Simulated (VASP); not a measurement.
Hf2SnS2, 5 atoms in the cell. The structure is trigonal, space group P-3m1 (No. 164). The conventional cell has a = 4.131 Å, b = 4.131 Å, c = 7.426 Å, α = 90.00°, β = 90.00°, γ = 120.00°. Within 3.4 Å of Hf (site symmetry 3m) lie 4 S at 2.56 to 2.76 Å and 3 Sn at 3.03 Å. Within 4.0 Å of Sn (site symmetry -3m) lie 6 Hf at 3.03 Å and 6 S at 3.68 Å. S (site symmetry 3m) has 4 Hf at 2.56 to 2.76 Å and 3 S at 3.01 Å within 3.4 Å. 

- Program: VASP 6.6.1
- Task: relaxation of cell and atoms
- Functional: PBE
- Potentials or basis: VASP PAW PBE potentials, release 64 (Hf_pv, Sn_d, S)
- Cutoff: 600 eV
- k mesh: 12 × 12 × 6
- Occupations: gaussian, width 0.1 eV
- Spin: no spin polarisation
- Dipole correction: no
- Further INCAR settings: ALGO = Normal; EDIFF = 1e-06; IBRION = 2; EDIFFG = -0.01; NSW = 100; ISIF = 3

Potentials or basis: VASP PAW PBE potentials, release 64 (Hf_pv, Sn_d, S).

Command:

```sh
$ cat potpaw_PBE.64/Hf_pv/POTCAR potpaw_PBE.64/Sn_d/POTCAR potpaw_PBE.64/S/POTCAR > POTCAR
$ mpirun -np 1 vasp_std > vasp.out
```

Hardware: 1 thread of AMD EPYC 7R43 64-Core Processor (Zen 3), with other jobs on the host.

**Question.** Estimate the wall time of this run.

**Answer.** It took 18 min on 1 thread of AMD EPYC 7R43 64-Core Processor (Zen 3), on a shared host, peak memory 0.51 GiB. Counts: scf iterations 44, k points 100, ion steps 6.
